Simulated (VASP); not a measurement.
# Ni3Ge (Pm-3m) in VASP: notebook

The runs below take Ni3Ge through single point, with LDA.

Program: VASP 6.6.1. These are calculated values, not measurements. Logs are shortened: lines on timing, memory, paths and dates and some standing lists are left out, and cuts for length are marked.

## (1) The cell of the first run

Symmetry: Pm-3m, No. 221, cubic system. Conventional cell: a = 3.135 Å, b = 3.135 Å, c = 3.135 Å, α = 90.00°, β = 90.00°, γ = 90.00°. Ni (site symmetry 4/mmm) has 8 Ni at 2.22 Å and 4 Ge at 2.22 Å within 2.9 Å. Ge (site symmetry m-3m) has 12 Ni at 2.22 Å within 2.9 Å.

## (2) Single point, LDA, collinear spin, ferromagnetic start (7.70 Å³/atom)

INCAR reads:

```
PREC = Accurate
ENCUT = 600
EDIFF = 1E-6
ISMEAR = -1
SIGMA = 0.05
LREAL = F
LASPH = T
NELM = 200
ALGO = Normal
ISIF = 2
LWAVE = F
LCHARG = F
ISPIN = 2
MAGMOM = 1.5 1.5 1.5 0
LORBIT = 11
LMAXMIX = 4
NBANDS = 34
GGA_COMPAT = F
```

KPOINTS reads:

```
Automatic mesh
0
Gamma
  8 8 8
```

POSCAR reads:

```
Ni3Ge
1.0
    3.1345977808      0.0000000000      0.0000000000
    0.0000000000      3.1345977808      0.0000000000
    0.0000000000      0.0000000000      3.1345977808
Ni Ge
3 1
Direct
    0.5000000000      0.0000000000      0.5000000000
    0.0000000000      0.5000000000      0.5000000000
    0.5000000000      0.5000000000      0.0000000000
    0.0000000000      0.0000000000      0.0000000000
```

Potentials or basis: VASP PAW LDA potentials, release 64 (Ni, Ge_d).

The run is started by

```console
$ cat potpaw_LDA.64/Ni/POTCAR potpaw_LDA.64/Ge_d/POTCAR > POTCAR
$ mpirun -np 1 vasp_std > vasp.out
```

OUTCAR:

```text
PREC = Accurate
   ENCUT = 600
   EDIFF = 1E-6
   ISMEAR = -1
   LREAL = F
   LASPH = T
   NELM = 200
   ISIF = 2
   ISPIN = 2
   LORBIT = 11

 ion  position               nearest neighbor table
   1  0.500  0.000  0.500-   2 2.22   3 2.22   4 2.22   3 2.22   4 2.22   2 2.22   3 2.22   3 2.22
                             2 2.22   4 2.22   4 2.22   2 2.22
   2  0.000  0.500  0.500-   1 2.22   3 2.22   4 2.22   3 2.22   4 2.22   1 2.22   4 2.22   4 2.22
                             1 2.22   3 2.22   3 2.22   1 2.22
   3  0.500  0.500  0.000-   1 2.22   2 2.22   4 2.22   1 2.22   2 2.22   1 2.22   4 2.22   1 2.22
                             2 2.22   4 2.22   2 2.22   4 2.22
   4  0.000  0.000  0.000-   1 2.22   2 2.22   3 2.22   1 2.22   2 2.22   2 2.22   3 2.22   2 2.22
                             1 2.22   3 2.22   1 2.22   3 2.22

  LATTYP: Found a simple cubic cell.
 ALAT       =     3.1345977808

  Lattice vectors:

 A1 = (   3.1345977808,   0.0000000000,   0.0000000000)
 A2 = (   0.0000000000,   3.1345977808,   0.0000000000)
 A3 = (   0.0000000000,   0.0000000000,   3.1345977808)

Analysis of symmetry for initial positions (statically):
=====================================================================
 Subroutine PRICEL returns:
 Original cell was already a primitive cell.

 Routine SETGRP: Setting up the symmetry group for a
 simple cubic supercell.

 Subroutine GETGRP returns: Found 48 space group operations
 (whereof 48 operations were pure point group operations)
 out of a pool of 48 trial point group operations.

The static configuration has the point symmetry O_h .

Analysis of symmetry for dynamics (positions and initial velocities):
=====================================================================
 Subroutine PRICEL returns:
 Original cell was already a primitive cell.

 Routine SETGRP: Setting up the symmetry group for a
 simple cubic supercell.

 Subroutine GETGRP returns: Found 48 space group operations
 (whereof 48 operations were pure point group operations)
 out of a pool of 48 trial point group operations.

The dynamic configuration has the point symmetry O_h .

Analysis of structural, dynamic, and magnetic symmetry:
=====================================================================
 Subroutine PRICEL returns:
 Original cell was already a primitive cell.

 Routine SETGRP: Setting up the symmetry group for a
 simple cubic supercell.

 Subroutine GETGRP returns: Found 48 space group operations
 (whereof 48 operations were pure point group operations)
 out of a pool of 48 trial point group operations.

The overall configuration has the point symmetry O_h .

 Subroutine INISYM returns: Found 48 space group operations
 (whereof 48 operations are pure point group operations),
 and found     1 'primitive' translations

----------------------------------------------------------------------------------------

                                     Primitive cell

  volume of cell :      30.7996

  direct lattice vectors                    reciprocal lattice vectors
     3.134597781  0.000000000  0.000000000     0.319020197  0.000000000  0.000000000
     0.000000000  3.134597781  0.000000000     0.000000000  0.319020197  0.000000000
     0.000000000  0.000000000  3.134597781     0.000000000  0.000000000  0.319020197

  length of vectors
     3.134597781  3.134597781  3.134597781     0.319020197  0.319020197  0.319020197

  position of ions in fractional coordinates (direct lattice)
     0.500000000  0.000000000  0.500000000
     0.000000000  0.500000000  0.500000000
     0.500000000  0.500000000  0.000000000
     0.000000000  0.000000000  0.000000000

  ion indices of the primitive-cell ions
   primitive index   ion index
                 1           1
                 2           2
                 3           3
                 4           4

----------------------------------------------------------------------------------------

 KPOINTS: Automatic mesh

Automatic generation of k-mesh.
 Grid dimensions read from file:
 generate k-points for:    8    8    8

 Generating k-lattice:

  Cartesian coordinates                     Fractional coordinates (reciprocal lattice)
     0.039877525  0.000000000  0.000000000     0.125000000  0.000000000  0.000000000
     0.000000000  0.039877525  0.000000000     0.000000000  0.125000000  0.000000000
     0.000000000  0.000000000  0.039877525     0.000000000  0.000000000  0.125000000

  Length of vectors
     0.039877525  0.039877525  0.039877525

  Shift w.r.t. Gamma in fractional coordinates (k-lattice)
     0.000000000  0.000000000  0.000000000

 Subroutine IBZKPT returns following result:
 ===========================================

 Found     35 irreducible k-points:

 Following reciprocal coordinates:
            Coordinates               Weight
  0.000000  0.000000  0.000000      1.000000
  0.125000  0.000000  0.000000      6.000000
  0.250000  0.000000  0.000000      6.000000
  0.375000  0.000000  0.000000      6.000000
  0.500000  0.000000  0.000000      3.000000
  0.125000  0.125000  0.000000     12.000000
[... 16 lines left out ...]
  0.375000  0.375000  0.125000     24.000000
  0.500000  0.375000  0.125000     24.000000
 [... further k-points ...]
   k-points           NKPTS =     35   k-points in BZ     NKDIM =     35   number of bands    NBANDS=     34
   number of dos      NEDOS =    301   number of ions     NIONS =      4
   total plane-waves  NPLWV =  21952
   dimension x,y,z NGX =    28 NGY =   28 NGZ =   28
   dimension x,y,z NGXF=    56 NGYF=   56 NGZF=   56
   ions per type =               3   1
   NGX,Y,Z   is equivalent  to a cutoff of  14.85, 14.85, 14.85 a.u.
   NGXF,Y,Z  is equivalent  to a cutoff of  29.70, 29.70, 29.70 a.u.
 SYSTEM =  unknown system
   PREC   = accura    normal or accurate (medium, high low for compatibility)
   ISTART =      0    job   : 0-new  1-cont  2-samecut
   ICHARG =      2    charge: 1-file 2-atom 10-const
   ISPIN  =      2    spin polarized calculation?
   LNONCOLLINEAR =      F non collinear calculations
   LSORBIT =      F    spin-orbit coupling
   LASPH  =      T    aspherical Exc in radial PAW
   ENCUT  =  600.0 eV  44.10 Ry    6.64 a.u.   6.26  6.26  6.26*2*pi/ulx,y,z
   NELM   =    200;   NELMIN=  2; NELMDL= -5     # of ELM steps
   EDIFF  = 0.1E-05   stopping-criterion for ELM
   LREAL  =      F    real-space projection
   EDIFFG = 0.1E-04   stopping-criterion for IOM
   NSW    =      0    number of steps for IOM
   IBRION =     -1    ionic relax: 0-MD 1-quasi-New 2-CG
   NFREE  =      0    steps in history (QN), initial steepest desc. (CG)
   ISIF   =      2    stress and relaxation
   ISYM   =      2    0-nonsym 1-usesym 2-fastsym
   POTIM  = 0.5000    time-step for ionic-motion
   TEBEG  =    0.0;   TEEND  =   0.0 temperature during run
   PSTRESS=    0.0 pullay stress
   NELECT =      44.0000    total number of electrons
   NUPDOWN=      -1.0000    fix difference up-down
   EMIN   =  10.00;   EMAX   =-10.00  energy-range for DOS
   EFERMI =   0.00;   METHOD = LEGACY
   ISMEAR =    -1;   SIGMA  =   0.05  broadening in eV -4-tet -1-fermi 0-gaus
   EFERMI_NEDOS =   21; number of points for ismear=-14 and -15
   IALGO  =     38    algorithm
   IMIX   =      4    mixing-type and parameters
     AMIX     =   0.40;   BMIX     =  1.00
     AMIX_MAG =   1.60;   BMIX_MAG =  1.00
  volume/ion in A,a.u.               =       7.70        51.96
  Fermi-wavevector in a.u.,A,eV,Ry     =   1.843786  3.484251 46.253654  3.399548
  Thomas-Fermi vector in A             =   2.895404
   LORBIT       =     11    0 simple, 1 ext, 2 COOP (PROOUT), +10 PAW based schemes
   GGA     = CA    functional components
   LHFCALC =     F    Hartree Fock is set to
   AEXX    =    0.0000 exact exchange contribution
   IVDW    =     0    specifies the selected vdW correction
   LEPSILON=     F    determine dielectric tensor
   LRPA    =     F    only Hartree local field effects (RPA)
 spin polarized calculation
  energy-cutoff  :      600.00
  volume of cell :       30.80
 maximum number of plane-waves:      1064
 NGX is ok and might be reduce to    28
   NGX = 13   NGY = 13   NGZ = 13

 number of electron      43.9999987 magnetization      -0.0042497

 number of electron      43.9999987 magnetization       0.0004016

 Free energy of the ion-electron system (eV)
  ---------------------------------------------------
  ext. energy  EPLUGINS =         0.00000000
  ---------------------------------------------------
  free energy    TOTEN  =       -21.92492608 eV

  energy without entropy =      -21.91250065  energy(sigma->0) =      -21.91871336

 E-fermi :  16.5351     XC(G=0): -16.0961

 val. band max:       16.4666339254   @ k =   0.1250   0.1250   0.0000
 cond. band min:      16.5564311744   @ k =   0.5000   0.3750   0.3750
 fundamental gap:      0.0897972490
 Fermi energy:        16.5350800847

 spin component 1

 k-point     1 :       0.0000    0.0000    0.0000
  band No.  band energies     occupation
      1      -8.8983      1.00000
      2      -8.8983      1.00000
      3      -8.8377      1.00000
      4      -8.8377      1.00000
      5      -8.8377      1.00000
      6       0.5449      1.00000
[... 26 lines left out ...]
     33      33.1216      0.00000
     34      37.1303      0.00000

 k-point     2 :       0.1250    0.0000    0.0000
  band No.  band energies     occupation
      1      -8.8942      1.00000
      2      -8.8831      1.00000
      3      -8.8366      1.00000
      4      -8.8351      1.00000
      5      -8.8351      1.00000
      6       0.7877      1.00000
[... 26 lines left out ...]
     33      32.6208      0.00000
     34      37.0418      0.00000
[... 775 lines left out ...]
     33      35.8756      0.00000
     34      36.5775      0.00000

 k-point    24 :       0.5000    0.3750    0.1250
  band No.  band energies     occupation
      1      -8.8653      1.00000
      2      -8.8285      1.00000
      3      -8.8274      1.00000
      4      -8.8185      1.00000
      5      -8.7462      1.00000
      6       4.6684      1.00000
[... 26 lines left out ...]
     33      35.5257      0.00000
     34      38.9913      0.00000

 [... further k-points ...]

 spin component 2

 k-point     1 :       0.0000    0.0000    0.0000
  band No.  band energies     occupation
      1      -8.8983      1.00000
      2      -8.8983      1.00000
      3      -8.8377      1.00000
      4      -8.8377      1.00000
      5      -8.8377      1.00000
      6       0.5450      1.00000
[... 26 lines left out ...]
     33      33.1217      0.00000
     34      37.1304      0.00000

 k-point     2 :       0.1250    0.0000    0.0000
  band No.  band energies     occupation
      1      -8.8941      1.00000
      2      -8.8831      1.00000
      3      -8.8366      1.00000
      4      -8.8351      1.00000
      5      -8.8351      1.00000
      6       0.7878      1.00000
[... 26 lines left out ...]
     33      32.6210      0.00000
     34      37.0419      0.00000
[... 775 lines left out ...]
     33      35.8757      0.00000
     34      36.5776      0.00000

 k-point    24 :       0.5000    0.3750    0.1250
  band No.  band energies     occupation
      1      -8.8652      1.00000
      2      -8.8284      1.00000
      3      -8.8274      1.00000
      4      -8.8185      1.00000
      5      -8.7462      1.00000
      6       4.6685      1.00000
[... 26 lines left out ...]
     33      35.5258      0.00000
     34      38.9915      0.00000

 [... further k-points ...]

------------------------ aborting loop because EDIFF is reached ----------------------------------------

  FORCE on cell =-STRESS in cart. coord.  units (eV):
  Direction    XX          YY          ZZ          XY          YZ          ZX
  --------------------------------------------------------------------------------------
  -------------------------------------------------------------------------------------
  Total       32.0261271     32.0261271     32.0261271     -0.0000000     -0.0000000      0.0000000
  in kB     1665.9790677   1665.9790677   1665.9790677     -0.0000000     -0.0000000      0.0000000
  external PRESSURE =    1665.9790677 kB  Pullay stress =       0.0000000 kB

 VOLUME and BASIS-vectors are now :
 -----------------------------------------------------------------------------
  energy-cutoff  :      600.00
  volume of cell :       30.80
      direct lattice vectors                 reciprocal lattice vectors
     3.134597781  0.000000000  0.000000000     0.319020197  0.000000000  0.000000000
     0.000000000  3.134597781  0.000000000     0.000000000  0.319020197  0.000000000
     0.000000000  0.000000000  3.134597781     0.000000000  0.000000000  0.319020197

 POSITION                                       TOTAL-FORCE (eV/Angst)
 -----------------------------------------------------------------------------------
      1.56730      0.00000      1.56730         0.000000      0.000000      0.000000
      0.00000      1.56730      1.56730         0.000000      0.000000      0.000000
      1.56730      1.56730      0.00000         0.000000      0.000000      0.000000
      0.00000      0.00000      0.00000         0.000000      0.000000      0.000000
 -----------------------------------------------------------------------------------
    total drift:                                0.000000      0.000000      0.000000

  FREE ENERGIE OF THE ION-ELECTRON SYSTEM (eV)
  ---------------------------------------------------
  free  energy   TOTEN  =       -21.9249260762 eV

  energy  without entropy=      -21.9125006486  energy(sigma->0) =      -21.91871336

 total charge

# of ion       s       p       d       tot
------------------------------------------
    1        0.673   1.016   8.789  10.478
    2        0.673   1.016   8.789  10.478
    3        0.673   1.016   8.789  10.478
    4        1.161   1.721  10.418  13.299
--------------------------------------------------
tot          3.180   4.770  36.784  44.734

 magnetization (x)

# of ion       s       p       d       tot
------------------------------------------
    1       -0.000   0.000   0.000   0.000
    2       -0.000   0.000   0.000   0.000
    3       -0.000   0.000   0.000   0.000
    4       -0.000   0.000   0.000   0.000
--------------------------------------------------
tot         -0.000   0.000   0.000   0.000
```

It took 54 s on 1 thread of AMD EPYC 9R45 (Zen 5), shared host; peak memory 0.16 GiB.

What came out:

```
Free energy            : -21.9249 eV
Pressure               : 166.6 GPa
Band gap on the k mesh : zero (filled and empty bands overlap)
Net moment             : 0.00 μB per cell
```

Levels at points of the mesh, in eV from the Fermi level:
Spin up:
| k point | band 20 | band 21 | band 22 | band 23 | band 24 | band 25 |
| --- | --- | --- | --- | --- | --- | --- |
| (0.00, 0.00, 0.00) | -0.97 | -0.44 | 0.09 | 0.09 | 0.09 | 7.73 |
| (0.50, 0.00, 0.00) | -1.95 | -0.89 | 0.09 | 5.19 | 5.19 | 7.36 |
| (0.50, 0.50, 0.00) | -1.80 | -1.60 | -1.47 | 1.09 | 1.09 | 8.29 |
| (0.50, 0.50, 0.50) | -1.94 | -1.24 | -0.31 | -0.31 | -0.31 | 2.39 |
Spin down:
```csv
k point,band 19,band 20,band 21,band 22,band 23,band 24,band 25,band 26
"(0.00, 0.00, 0.00)",-0.97,-0.97,-0.44,0.09,0.09,0.09,7.73,9.43
"(0.50, 0.00, 0.00)",-2.14,-1.95,-0.89,0.09,5.19,5.19,7.36,7.36
"(0.50, 0.50, 0.00)",-1.87,-1.80,-1.60,-1.47,1.09,1.09,8.29,8.89
"(0.50, 0.50, 0.50)",-1.94,-1.94,-1.24,-0.31,-0.31,-0.31,2.39,6.48
```

Caveat: the cell stands under pressure.

## (3) Single point, LDA, collinear spin, ferromagnetic start (7.70 Å³/atom)

INCAR reads:

```
SYSTEM = Ni3Ge
ALGO = Normal ; EDIFF = 1E-6
ENCUT = 600 ; GGA_COMPAT = .False.
ISIF = 2 ; ISMEAR = -1
ISPIN = 2 ; LASPH = .True.
LCHARG = .False. ; LMAXMIX = 4
LORBIT = 11 ; LREAL = .False.
LWAVE = .False. ; MAGMOM = 1.5 1.5 1.5 0
NBANDS = 34 ; NELM = 200
PREC = Accurate ; SIGMA = 0.05
```

KPOINTS reads:

```
k-points
0
Gamma
  8 8 8
  0 0 0
```

POSCAR is that of step 2.

Potentials or basis: VASP PAW LDA potentials, release 64 (Ni, Ge_d).

The run is started by

```console
$ cat potpaw_LDA.64/Ni/POTCAR potpaw_LDA.64/Ge_d/POTCAR > POTCAR
$ mpirun -np 1 vasp_std > vasp.out
```

Run time: 55 s. Hardware: 1 thread of AMD EPYC 9R45 (Zen 5), shared host; peak memory 0.16 GiB.

It converged, with:

```
Free energy            : -21.9249 eV
Pressure               : 166.6 GPa
Band gap on the k mesh : zero (filled and empty bands overlap)
Net moment             : 0.00 μB per cell
```

Levels at points of the mesh, in eV from the Fermi level:
Spin up:
| k point | band 19 | band 20 | band 21 | band 22 | band 23 | band 24 | band 25 | band 26 |
| --- | --- | --- | --- | --- | --- | --- | --- | --- |
| (0.00, 0.00, 0.00) | -0.97 | -0.97 | -0.44 | 0.09 | 0.09 | 0.09 | 7.73 | 9.43 |
| (0.50, 0.00, 0.00) | -2.14 | -1.95 | -0.89 | 0.09 | 5.19 | 5.19 | 7.36 | 7.36 |
| (0.50, 0.50, 0.00) | -1.87 | -1.80 | -1.60 | -1.47 | 1.09 | 1.09 | 8.29 | 8.89 |
| (0.50, 0.50, 0.50) | -1.94 | -1.94 | -1.24 | -0.31 | -0.31 | -0.31 | 2.39 | 6.47 |
Spin down:
| k point | band 18 | band 19 | band 20 | band 21 | band 22 | band 23 | band 24 | band 25 | band 26 | band 27 |
| --- | --- | --- | --- | --- | --- | --- | --- | --- | --- | --- |
| (0.00, 0.00, 0.00) | -1.53 | -0.97 | -0.97 | -0.44 | 0.09 | 0.09 | 0.09 | 7.73 | 9.43 | 9.43 |
| (0.50, 0.00, 0.00) | -2.21 | -2.14 | -1.95 | -0.89 | 0.09 | 5.19 | 5.19 | 7.36 | 7.36 | 7.90 |
| (0.50, 0.50, 0.00) | -2.43 | -1.87 | -1.80 | -1.60 | -1.47 | 1.09 | 1.09 | 8.29 | 8.89 | 11.05 |
| (0.50, 0.50, 0.50) | -2.25 | -1.94 | -1.94 | -1.24 | -0.31 | -0.31 | -0.31 | 2.39 | 6.48 | 6.48 |

Caveat: the cell stands under pressure.

## (4) Single point, LDA, collinear spin, ferromagnetic start (8.36 Å³/atom)

This run uses another cell than the first one, of 8.36 Å³/atom.

INCAR reads:

```
  PREC = Accurate
  ENCUT = 600
  EDIFF = 1E-6
  ISMEAR = -1
  SIGMA = 0.05
  LREAL = F
  LASPH = T
  NELM = 200
  ALGO = Normal
  ISIF = 2
  LWAVE = F
  LCHARG = F
  ISPIN = 2
  MAGMOM = 1.5 1.5 1.5 0
  LORBIT = 11
  LMAXMIX = 4
  NBANDS = 34
  GGA_COMPAT = F
```

KPOINTS reads:

```
regular mesh
0
Gamma
  8 8 8
```

POSCAR reads:

```
Ni3Ge
1.0
    3.2217141598      0.0000000000      0.0000000000
    0.0000000000      3.2217141598      0.0000000000
    0.0000000000      0.0000000000      3.2217141598
Ni Ge
3 1
Direct
    0.5000000000      0.0000000000      0.5000000000
    0.0000000000      0.5000000000      0.5000000000
    0.5000000000      0.5000000000      0.0000000000
    0.0000000000      0.0000000000      0.0000000000
```

The run is started by

```console
$ cat potpaw_LDA.64/Ni/POTCAR potpaw_LDA.64/Ge_d/POTCAR > POTCAR
$ mpirun -np 1 vasp_std > vasp.out
```

Wall time 50 s (1 thread of AMD EPYC 9R45 (Zen 5), shared host); peak memory 0.17 GiB.

The run converged. Its results:

| Quantity | Value |
| --- | --- |
| Free energy | -24.1051 eV |
| Pressure | 102.1 GPa |
| Band gap on the k mesh | zero (filled and empty bands overlap) |
| Net moment | 0.00 μB per cell |
| Valence electrons inside the program's atomic spheres | Ni 10.18; Ge 13.06 |

Levels at points of the mesh, in eV from the Fermi level:
Spin up:
```csv
k point,band 19,band 20,band 21,band 22,band 23,band 24,band 25,band 26
"(0.00, 0.00, 0.00)",-0.86,-0.86,-0.40,0.07,0.07,0.07,6.74,8.79
"(0.50, 0.00, 0.00)",-1.89,-1.72,-0.79,0.07,4.78,4.78,6.94,6.94
"(0.50, 0.50, 0.00)",-1.66,-1.65,-1.41,-1.32,0.97,0.97,7.62,8.28
"(0.50, 0.50, 0.50)",-1.72,-1.72,-1.06,-0.28,-0.28,-0.28,1.91,5.87
```
Spin down:
```tsv
k point	band 18	band 19	band 20	band 21	band 22	band 23	band 24	band 25	band 26	band 27
(0.00, 0.00, 0.00)	-1.39	-0.86	-0.86	-0.40	0.07	0.07	0.07	6.74	8.79	8.79
(0.50, 0.00, 0.00)	-1.96	-1.89	-1.72	-0.79	0.07	4.78	4.78	6.94	6.94	7.07
(0.50, 0.50, 0.00)	-2.13	-1.66	-1.65	-1.41	-1.32	0.97	0.97	7.62	8.28	10.44
(0.50, 0.50, 0.50)	-1.99	-1.72	-1.72	-1.06	-0.28	-0.28	-0.28	1.91	5.87	5.87
```

Caveat: the cell stands under pressure.

[end of part 1 of 2]
